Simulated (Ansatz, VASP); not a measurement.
# PbSe: VASP beside Ansatz

File INCAR:

```
SYSTEM = PbSe
PREC = Accurate ; ENCUT = 600
EDIFF = 1E-6 ; ISMEAR = -1
SIGMA = 0.05 ; LREAL = .False.
LASPH = .True. ; NELM = 100
ALGO = Normal ; ISIF = 3
LWAVE = .False. ; LCHARG = .False.
GGA = RP ; IVDW = 13
IBRION = 2 ; NSW = 60
EDIFFG = -0.01
```

KPOINTS

```
regular mesh
0
Gamma
  7 7 7
  0 0 0
```

File POSCAR:

```
PbSe
1.0
    3.7843220000      0.0000000000      0.0000000000
    0.0000000000      3.7843220000      0.0000000000
    0.0000000000      0.0000000000      3.7843220000
Pb Se
1 1
Direct
    0.0000000000      0.0000000000      0.0000000000
    0.5000000000      0.5000000000      0.5000000000
```

Contents of input.yaml:

```yaml
crystal:
  lattice:
    - [3.784322, 0.0, 0.0]
    - [0.0, 3.784322, 0.0]
    - [0.0, 0.0, 3.784322]
  atoms:
    - { symbol: Pb, position: [0.0, 0.0, 0.0] }
    - { symbol: Se, position: [0.5, 0.5, 0.5] }
hamiltonian:
  xc: rpbe
  pseudopotentials: { kind: paw }
  dispersion: d4
kpoints:
  mp_grid: { grid: [7, 7, 7] }
scf:
  occupations: { method: fermi_dirac, width: 0.05 }
output:
  forces: true
  stress: true
  eigenvalues: true
  write_density: true
  write_potential: true
  elf: true
  volumetric_format: npy
relax:
  f_tol: 0.01
  max_steps: 40
  cell: { stress_tol: 0.05 }
```

Alike in both runs: task relaxation of cell and atoms; functional RPBE; dispersion D4; k mesh 7 × 7 × 7; occupations fermi-dirac, width 0.05 eV; no spin polarisation.

|  | VASP | Ansatz |
| --- | --- | --- |
| version | VASP 6.6.1 | Ansatz 0.2.0 |
| potentials or method | VASP PAW PBE potentials, release 64 (Pb_d, Se) | Ansatz PAW |
| plane-wave cutoff (eV) | 600 | 420 |
| valence electrons in the cell | 20 | 30 |

|  | VASP | Ansatz | Ansatz less VASP |
| --- | --- | --- | --- |
| gap on the k mesh at the Fermi level, each at its own relaxed structure (eV) | none | none | - |
| relaxed volume (Å³/atom) | 25.74 | 25.75 | +0.008 |
| relaxed cell length with the largest relative difference (Å) | 3.720 | 3.720 | +0.0004 |

VASP's potentials were made for PBE, not for RPBE. A gap of «none» marks a metal or a gap that the smearing closes. VASP's potentials hold 20 valence electrons a cell and Ansatz's 30, so a difference there can come from the potentials and not from the codes.

Neither program's run includes spin-orbit coupling. Noted on Ansatz's run: the plane-wave basis is chosen anew once the cell has moved, so the energies of steps on either side of that aren't comparable.
